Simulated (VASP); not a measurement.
# NiO (F-43m) in VASP: further runs

The runs below take NiO through single point, relaxation of cell and atoms, with PBE, PBEsol-based global hybrid.

Everything below comes from runs of VASP 6.6.1. Logs are shortened: lines on timing, memory, paths and dates and some standing lists are left out, and cuts for length are marked.

### 1 The cell of the first run

Symmetry: F-43m, No. 216, cubic system. The conventional cell has a = 4.481 Å, b = 4.481 Å, c = 4.481 Å, α = 90.00°, β = 90.00°, γ = 90.00°. Ni (site symmetry -43m) has 4 O at 1.94 Å within 2.6 Å. Within 2.6 Å of O (site symmetry -43m) lie 4 Ni at 1.94 Å.

### 2 Single point, PBE, collinear spin, ferromagnetic start

File INCAR:

```
PREC = Accurate ; ENCUT = 600
EDIFF = 1E-6 ; ISMEAR = -1
SIGMA = 0.05 ; LREAL = F
LASPH = T ; NELM = 200
ALGO = Normal ; ISIF = 2
LWAVE = F ; LCHARG = T
ISPIN = 2 ; MAGMOM = 1 0
LORBIT = 11 ; LMAXMIX = 4
GGA = PE ; LELF = T
LVHAR = T ; NBANDS = 23
GGA_COMPAT = F
```

File KPOINTS:

```
Automatic mesh
0
Gamma
  7 7 7
```

File POSCAR:

```
NiO
1.0
    0.0000000000      2.2406300000      2.2406300000
    2.2406300000      0.0000000000      2.2406300000
    2.2406300000      2.2406300000      0.0000000000
Ni O
1 1
Direct
    0.0000000000      0.0000000000      0.0000000000
    0.7500000000      0.7500000000      0.7500000000
```

Potentials or basis: VASP PAW PBE potentials, release 64 (Ni_sv_GW, O).

Launch:

```sh
> cat potpaw_PBE.64/Ni_sv_GW/POTCAR potpaw_PBE.64/O/POTCAR > POTCAR
> mpirun -np 1 vasp_std > vasp.out
```

OUTCAR:

```text
PREC = Accurate
   ENCUT = 600
   EDIFF = 1E-6
   ISMEAR = -1
   LREAL = F
   LASPH = T
   NELM = 200
   ISIF = 2
   ISPIN = 2
   LORBIT = 11
   GGA = PE

 ion  position               nearest neighbor table
   1  0.000  0.000  0.000-   2 1.94   2 1.94   2 1.94   2 1.94
   2  0.750  0.750  0.750-   1 1.94   1 1.94   1 1.94   1 1.94

  LATTYP: Found a face centered cubic cell.
 ALAT       =     4.4812600000

  Lattice vectors:

 A1 = (   0.0000000000,   2.2406300000,   2.2406300000)
 A2 = (   2.2406300000,   0.0000000000,   2.2406300000)
 A3 = (   2.2406300000,   2.2406300000,   0.0000000000)

Analysis of symmetry for initial positions (statically):
=====================================================================
 Subroutine PRICEL returns:
 Original cell was already a primitive cell.

 Routine SETGRP: Setting up the symmetry group for a
 face centered cubic supercell.

 Subroutine GETGRP returns: Found 24 space group operations
 (whereof 24 operations were pure point group operations)
 out of a pool of 48 trial point group operations.

The static configuration has the point symmetry T_d .

Analysis of symmetry for dynamics (positions and initial velocities):
=====================================================================
 Subroutine PRICEL returns:
 Original cell was already a primitive cell.

 Routine SETGRP: Setting up the symmetry group for a
 face centered cubic supercell.

 Subroutine GETGRP returns: Found 24 space group operations
 (whereof 24 operations were pure point group operations)
 out of a pool of 48 trial point group operations.

The dynamic configuration has the point symmetry T_d .

Analysis of structural, dynamic, and magnetic symmetry:
=====================================================================
 Subroutine PRICEL returns:
 Original cell was already a primitive cell.

 Routine SETGRP: Setting up the symmetry group for a
 face centered cubic supercell.

 Subroutine GETGRP returns: Found 24 space group operations
 (whereof 24 operations were pure point group operations)
 out of a pool of 48 trial point group operations.

The overall configuration has the point symmetry T_d .

 Subroutine INISYM returns: Found 24 space group operations
 (whereof 24 operations are pure point group operations),
 and found     1 'primitive' translations

----------------------------------------------------------------------------------------

                                     Primitive cell

  volume of cell :      22.4978

  direct lattice vectors                    reciprocal lattice vectors
     0.000000000  2.240630000  2.240630000    -0.223151524  0.223151524  0.223151524
     2.240630000  0.000000000  2.240630000     0.223151524 -0.223151524  0.223151524
     2.240630000  2.240630000  0.000000000     0.223151524  0.223151524 -0.223151524

  length of vectors
     3.168729334  3.168729334  3.168729334     0.386509778  0.386509778  0.386509778

  position of ions in fractional coordinates (direct lattice)
     0.000000000  0.000000000  0.000000000
     0.750000000  0.750000000  0.750000000

  ion indices of the primitive-cell ions
   primitive index   ion index
                 1           1
                 2           2

----------------------------------------------------------------------------------------

 KPOINTS: Automatic mesh

Automatic generation of k-mesh.
 Grid dimensions read from file:
 generate k-points for:    7    7    7

 Generating k-lattice:

  Cartesian coordinates                     Fractional coordinates (reciprocal lattice)
    -0.031878789  0.031878789  0.031878789     0.142857143  0.000000000  0.000000000
     0.031878789 -0.031878789  0.031878789     0.000000000  0.142857143  0.000000000
     0.031878789  0.031878789 -0.031878789     0.000000000  0.000000000  0.142857143

  Length of vectors
     0.055215683  0.055215683  0.055215683

  Shift w.r.t. Gamma in fractional coordinates (k-lattice)
     0.000000000  0.000000000  0.000000000

 Subroutine IBZKPT returns following result:
 ===========================================

 Found     20 irreducible k-points:

 Following reciprocal coordinates:
            Coordinates               Weight
  0.000000  0.000000  0.000000      1.000000
  0.142857  0.000000  0.000000      8.000000
  0.285714  0.000000  0.000000      8.000000
  0.428571  0.000000  0.000000      8.000000
  0.142857  0.142857  0.000000      6.000000
  0.285714  0.142857  0.000000     24.000000
[... 12 lines left out ...]
 -0.428571  0.428571  0.142857     24.000000
 -0.285714  0.428571  0.142857     24.000000
   k-points           NKPTS =     20   k-points in BZ     NKDIM =     20   number of bands    NBANDS=     23
   number of dos      NEDOS =    301   number of ions     NIONS =      2
   total plane-waves  NPLWV =  21952
   dimension x,y,z NGX =    28 NGY =   28 NGZ =   28
   dimension x,y,z NGXF=    56 NGYF=   56 NGZF=   56
   ions per type =               1   1
   NGX,Y,Z   is equivalent  to a cutoff of  14.69, 14.69, 14.69 a.u.
   NGXF,Y,Z  is equivalent  to a cutoff of  29.38, 29.38, 29.38 a.u.
 SYSTEM =  unknown system
   PREC   = accura    normal or accurate (medium, high low for compatibility)
   ISTART =      0    job   : 0-new  1-cont  2-samecut
   ICHARG =      2    charge: 1-file 2-atom 10-const
   ISPIN  =      2    spin polarized calculation?
   LNONCOLLINEAR =      F non collinear calculations
   LSORBIT =      F    spin-orbit coupling
   LASPH  =      T    aspherical Exc in radial PAW
   ENCUT  =  600.0 eV  44.10 Ry    6.64 a.u.   6.33  6.33  6.33*2*pi/ulx,y,z
   NELM   =    200;   NELMIN=  2; NELMDL= -5     # of ELM steps
   EDIFF  = 0.1E-05   stopping-criterion for ELM
   LREAL  =      F    real-space projection
   EDIFFG = 0.1E-04   stopping-criterion for IOM
   NSW    =      0    number of steps for IOM
   IBRION =     -1    ionic relax: 0-MD 1-quasi-New 2-CG
   NFREE  =      0    steps in history (QN), initial steepest desc. (CG)
   ISIF   =      2    stress and relaxation
   ISYM   =      2    0-nonsym 1-usesym 2-fastsym
   POTIM  = 0.5000    time-step for ionic-motion
   TEBEG  =    0.0;   TEEND  =   0.0 temperature during run
   PSTRESS=    0.0 pullay stress
   NELECT =      24.0000    total number of electrons
   NUPDOWN=      -1.0000    fix difference up-down
   EMIN   =  10.00;   EMAX   =-10.00  energy-range for DOS
   EFERMI =   0.00;   METHOD = LEGACY
   ISMEAR =    -1;   SIGMA  =   0.05  broadening in eV -4-tet -1-fermi 0-gaus
   EFERMI_NEDOS =   21; number of points for ismear=-14 and -15
   IALGO  =     38    algorithm
   IMIX   =      4    mixing-type and parameters
     AMIX     =   0.40;   BMIX     =  1.00
     AMIX_MAG =   1.60;   BMIX_MAG =  1.00
  volume/ion in A,a.u.               =      11.25        75.91
  Fermi-wavevector in a.u.,A,eV,Ry     =   1.672753  3.161044 38.070488  2.798102
  Thomas-Fermi vector in A             =   2.757845
   LORBIT       =     11    0 simple, 1 ext, 2 COOP (PROOUT), +10 PAW based schemes
   GGA     = PE    functional components
   LHFCALC =     F    Hartree Fock is set to
   AEXX    =    0.0000 exact exchange contribution
   IVDW    =     0    specifies the selected vdW correction
   LEPSILON=     F    determine dielectric tensor
   LRPA    =     F    only Hartree local field effects (RPA)
 spin polarized calculation
  energy-cutoff  :      600.00
  volume of cell :       22.50
 maximum number of plane-waves:       761
 NGX is ok and might be reduce to    28
   NGX = 13   NGY = 13   NGZ = 13

 number of electron      23.9999988 magnetization       1.8953902

 Free energy of the ion-electron system (eV)
  ---------------------------------------------------
  ext. energy  EPLUGINS =         0.00000000
  ---------------------------------------------------
  free energy    TOTEN  =       -12.55139807 eV

  energy without entropy =      -12.53480555  energy(sigma->0) =      -12.54310181

 E-fermi :   4.8841     XC(G=0): -11.5402

 val. band max:        4.8540421605   @ k =  -0.1429   0.1429   0.0000
 cond. band min:       4.8944385027   @ k =   0.4286   0.4286   0.0000
 fundamental gap:      0.0403963422
 Fermi energy:         4.8840960004

 spin component 1

 k-point     1 :       0.0000    0.0000    0.0000
  band No.  band energies     occupation
      1     -99.7059      1.00000
      2     -60.0855      1.00000
      3     -60.0855      1.00000
      4     -60.0855      1.00000
      5     -15.1243      1.00000
      6      -1.1457      1.00000
[... 15 lines left out ...]
     22      27.7512      0.00000
     23      27.7512      0.00000
[... 470 lines left out ...]
  band No.  band energies     occupation
      1     -99.7047      1.00000
      2     -60.0955      1.00000
      3     -60.0935      1.00000
      4     -60.0903      1.00000
      5     -14.2815      1.00000
      6      -1.5588      1.00000
[... 15 lines left out ...]
     22      33.3278      0.00000
     23      34.1777      0.00000
 Fermi energy:         4.8840960004

 spin component 2

 k-point     1 :       0.0000    0.0000    0.0000
  band No.  band energies     occupation
      1     -97.8632      1.00000
      2     -58.2914      1.00000
      3     -58.2914      1.00000
      4     -58.2914      1.00000
      5     -14.5484      1.00000
      6      -0.1589      1.00000
[... 15 lines left out ...]
     22      28.0076      0.00000
     23      28.0076      0.00000
[... 471 lines left out ...]
      1     -97.8618      1.00000
      2     -58.3026      1.00000
      3     -58.3002      1.00000
      4     -58.2967      1.00000
      5     -13.6429      1.00000
      6      -0.9787      1.00000
[... 15 lines left out ...]
     22      33.6314      0.00000
     23      34.2792      0.00000

------------------------ aborting loop because EDIFF is reached ----------------------------------------

  FORCE on cell =-STRESS in cart. coord.  units (eV):
  Direction    XX          YY          ZZ          XY          YZ          ZX
  --------------------------------------------------------------------------------------
  -------------------------------------------------------------------------------------
  Total       -0.2556446     -0.2556446     -0.2556446      0.0000000     -0.0000000     -0.0000000
  in kB      -18.2056748    -18.2056748    -18.2056748      0.0000000     -0.0000000     -0.0000000
  external PRESSURE =     -18.2056748 kB  Pullay stress =       0.0000000 kB

 VOLUME and BASIS-vectors are now :
 -----------------------------------------------------------------------------
  energy-cutoff  :      600.00
  volume of cell :       22.50
      direct lattice vectors                 reciprocal lattice vectors
     0.000000000  2.240630000  2.240630000    -0.223151524  0.223151524  0.223151524
     2.240630000  0.000000000  2.240630000     0.223151524 -0.223151524  0.223151524
     2.240630000  2.240630000  0.000000000     0.223151524  0.223151524 -0.223151524

 POSITION                                       TOTAL-FORCE (eV/Angst)
 -----------------------------------------------------------------------------------
      0.00000      0.00000      0.00000         0.000000      0.000000      0.000000
      3.36095      3.36095      3.36095        -0.000000     -0.000000     -0.000000
 -----------------------------------------------------------------------------------
    total drift:                                0.000000      0.000000      0.000000

  FREE ENERGIE OF THE ION-ELECTRON SYSTEM (eV)
  ---------------------------------------------------
  free  energy   TOTEN  =       -12.5513980709 eV

  energy  without entropy=      -12.5348055498  energy(sigma->0) =      -12.54310181

 total charge

# of ion       s       p       d       f       tot
--------------------------------------------------
    1        2.176   6.270   7.760   0.009  16.215
    2        1.552   3.423   0.000   0.000   4.974
--------------------------------------------------
tot          3.728   9.692   7.760   0.009  21.189

 magnetization (x)

# of ion       s       p       d       f       tot
--------------------------------------------------
    1        0.004   0.028   1.472   0.001   1.505
    2        0.017   0.330   0.000   0.000   0.346
--------------------------------------------------
tot          0.021   0.357   1.472   0.001   1.851
```

It took 31 s on 1 thread of Intel Xeon 6975P-C (Granite Rapids), shared host; peak memory 0.19 GiB.

What came out:

- Free energy: -12.5514 eV
- Pressure: -1.8 GPa
- Net moment: 1.90 μB per cell
- Site moments: Ni +1.50; O +0.35 μB
- Valence electrons inside the program's atomic spheres: Ni 16.21; O 4.97

Caveat: a cell with one magnetic atom can't hold antiferromagnetic order, which such compounds often take; semilocal functionals often make such compounds metallic where correlation or magnetic order opens a gap, which also shifts bond lengths. With open d or f shells a metallic result of PBE can be an artefact of self-interaction; +U or a hybrid may open a gap.

### 3 Relaxation of cell and atoms, PBEsol-based global hybrid, collinear spin, ferromagnetic start

POSCAR is that of step 2.

File INCAR.step1:

```
ALGO = Normal
EDIFF = 1E-5
ENCUT = 600
GGA = PE
ISMEAR = -1
ISPIN = 2
LASPH = True
LCHARG = False
LMAXMIX = 4
LORBIT = 11
LREAL = False
LWAVE = True
MAGMOM = 1 0
NBANDS = 19
NELM = 150
PREC = Accurate
SIGMA = 0.05
```

File INCAR.step2:

```
AEXX = 0.25
ALGO = Normal
EDIFF = 1E-6
EDIFFG = -0.01
ENCUT = 600
GGA = PS
IBRION = 2
ISIF = 3
ISMEAR = -1
ISPIN = 2
ISTART = 1
LASPH = True
LCHARG = False
LHFCALC = True
LMAXMIX = 4
LORBIT = 11
LREAL = False
LWAVE = False
MAGMOM = 1 0
NELM = 150
NSW = 60
PREC = Accurate
PRECFOCK = Normal
SIGMA = 0.05
```

File KPOINTS:

```
k-points
0
Gamma
  5 5 5
```

Potentials or basis: VASP PAW PBE potentials, release 64 (Ni, O).

Launch:

```sh
> cat potpaw_PBE.64/Ni/POTCAR potpaw_PBE.64/O/POTCAR > POTCAR
> cp INCAR.step1 INCAR
> mpirun -np 1 vasp_std > vasp.out
> cp INCAR.step2 INCAR
> mpirun -np 1 vasp_std > vasp.out
```

It took 55 min on 1 thread of Intel Xeon Platinum 8375C at 2.90GHz (Ice Lake), shared host; peak memory 0.2 GiB.

Results (log left out):

```yaml
Free_energy: -16.8401 eV
Relaxed_volume: 10.59 Å³/atom
Relaxed_cell: a = 3.106 Å, b = 3.106 Å, c = 3.106 Å, α = 60.00°, β = 60.00°, γ = 60.00°
Space_group_after_relaxing_to_0.05_Å: F-43m (No. 216)
Energy_gained_by_relaxing: 21.1 meV/atom
Ionic_steps: 3
Pressure_after_relaxing: 0.0 GPa
Band_gap_on_the_k_mesh: zero (filled and empty bands overlap)
Net_moment: 2.00 μB per cell
Site_moments: Ni +1.66; O +0.33 μB
Valence_electrons_inside_the_program's_atomic_spheres: Ni 9.20; O 5.05
```

Step by step:
```tsv
step	energy change (eV)	largest force (eV/Å)	pressure (GPa)	volume (Å³)
1	0.0000	0.0000	-9.47	22.50
2	-0.0238	0.0000	7.75	20.40
3	-0.0421	0.0000	-0.01	21.18
```

Final structure:
```
Ni O
1.0
     0.00000    2.19606    2.19606
     2.19606    0.00000    2.19606
     2.19606    2.19606    0.00000
Ni O
1 1
Direct
  0.00000 0.00000 0.00000
  0.75000 0.75000 0.75000
```

Levels at points of the mesh, in eV from the Fermi level:
Spin up:
| k point | band 6 | band 7 | band 8 | band 9 | band 10 | band 11 | band 12 | band 13 |
| --- | --- | --- | --- | --- | --- | --- | --- | --- |
| (0.00, 0.00, 0.00) | -6.51 | -2.79 | -2.79 | -2.79 | 0.67 | 15.16 | 15.16 | 15.16 |
Spin down:
```tsv
k point	band 5	band 6	band 7	band 8	band 9	band 10
(0.00, 0.00, 0.00)	-5.09	-5.09	0.76	2.63	2.63	2.63
```

Caveat: the k points lie up to 0.50 Å⁻¹ apart in the final cell; the PAW data sets were made with another functional, which shifts forces and pressure a little; a cell with one magnetic atom can't hold antiferromagnetic order, which such compounds often take; semilocal functionals often make such compounds metallic where correlation or magnetic order opens a gap, which also shifts bond lengths.
